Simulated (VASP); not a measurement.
A run of VASP 6.6.1 is set up as follows.

Contents of POSCAR:

```
WS
1.0
    3.4448484800      0.0000000000      0.0000000000
    0.0000000000      3.4448484800      0.0000000000
    0.0000000000      0.0000000000      3.4448484800
W S
1 1
Direct
    0.5000000000      0.5000000000      0.5000000000
    0.0000000000      0.0000000000      0.0000000000
```

INCAR.step1

```
PREC = Accurate
ENCUT = 520
EDIFF = 1E-5
ISMEAR = -1
SIGMA = 0.05
LREAL = F
LASPH = T
NELM = 80
ALGO = Normal
ISIF = 2
LWAVE = T
LCHARG = F
NBANDS = 17
GGA = PE
```

Contents of INCAR.step2:

```
PREC = Accurate
ENCUT = 520
EDIFF = 1E-6
ISMEAR = -1
SIGMA = 0.05
LREAL = F
LASPH = T
NELM = 80
ALGO = Normal
ISIF = 2
LWAVE = F
LCHARG = F
GGA = PE
LHFCALC = T
AEXX = 0.25
PRECFOCK = Normal
NBANDS = 17
ISTART = 1
```

Contents of KPOINTS:

```
Automatic mesh
0
Gamma
  4 4 4
```

Potentials or basis: VASP PAW PBE potentials, release 64 (W_sv, S).

The run is started by

```sh
$ cat potpaw_PBE.64/W_sv/POTCAR potpaw_PBE.64/S/POTCAR > POTCAR
$ cp INCAR.step1 INCAR
$ mpirun -np 1 vasp_std > vasp.out
$ cp INCAR.step2 INCAR
$ mpirun -np 1 vasp_std > vasp.out
```

Task: What does it give for the band gap on the k mesh?

Result: Zero (bands 10 and 11 overlap by 3.26 eV).

Task: What does it give for the pressure?

Result: -39.6 GPa.

Caveat: the k points lie up to 0.46 Å⁻¹ apart, too coarse for converged energies and pressures of a metal; the PAW data sets were made with another functional, which shifts forces and pressure a little; spin-orbit coupling is left out, which moves the levels of the heavy elements.
